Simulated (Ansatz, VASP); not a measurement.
SiC in VASP and in Ansatz

The input INCAR:

```
ALGO = Normal
EDIFF = 1E-6
ENCUT = 520
GGA = PE
ISIF = 2
ISMEAR = 0
LASPH = T
LCHARG = T
LELF = T
LREAL = F
LVHAR = T
LWAVE = F
NBANDS = 16
NELM = 60
PREC = Accurate
SIGMA = 0.01
```

File KPOINTS:

```
k-points
0
Gamma
  5 5 3
```

Contents of POSCAR:

```
SiC
1.0
    3.0760000000      0.0000000000      0.0000000000
   -1.5380000000      2.6638941400      0.0000000000
    0.0000000000      0.0000000000      5.0480000000
Si C
2 2
Direct
    0.3333333340      0.6666666679      0.0000000000
    0.6666666660      0.3433333321      0.5000000000
    0.3333333340      0.6666666679      0.3850000000
    0.6666666660      0.3333333321      0.8850000000
```

Input for Ansatz:

```yaml
crystal:
  lattice:
    - [3.076, 0.0, 0.0]
    - [-1.538, 2.66389414, 0.0]
    - [0.0, 0.0, 5.048]
  atoms:
    - { symbol: Si, position: [0.3333333339589838, 0.6666666679179676, 0.0] }
    - { symbol: Si, position: [0.6666666660410162, 0.34333333208203237, 0.5] }
    - { symbol: C, position: [0.3333333339589838, 0.6666666679179676, 0.385] }
    - { symbol: C, position: [0.6666666660410162, 0.33333333208203236, 0.885] }
kpoints:
  mp_grid:
    grid: [5, 5, 3]
    shift: [0.0, 0.0, 0.0]
hamiltonian:
  xc: pbe
  pseudopotentials:
    kind: nc
scf:
  occupations:
    method: fixed
output:
  forces: true
```

Alike in both runs: task single point; functional PBE; k mesh 5 × 5 × 3; no spin polarisation.

```csv
,VASP,Ansatz
version,VASP 6.6.1,Ansatz 0.2.0
potentials or method,"VASP PAW PBE potentials, release 64 (Si, C)","plane waves, norm-conserving potentials"
plane-wave cutoff (eV),520,1116
occupations,"gaussian, width 0.01 eV",fixed
valence electrons in the cell,16,16
```

Ansatz gave:

| Property | Result |
| --- | --- |
| rms of the force components (eV/Å) | 0.508 |

Task: Estimate VASP's values.

Result: rms of the force components (eV/Å): 0.503.

Atom by atom the forces differ by 0.004 eV/Å (rms over components).

The k mesh is coarse, so the values compare programs but aren't converged.
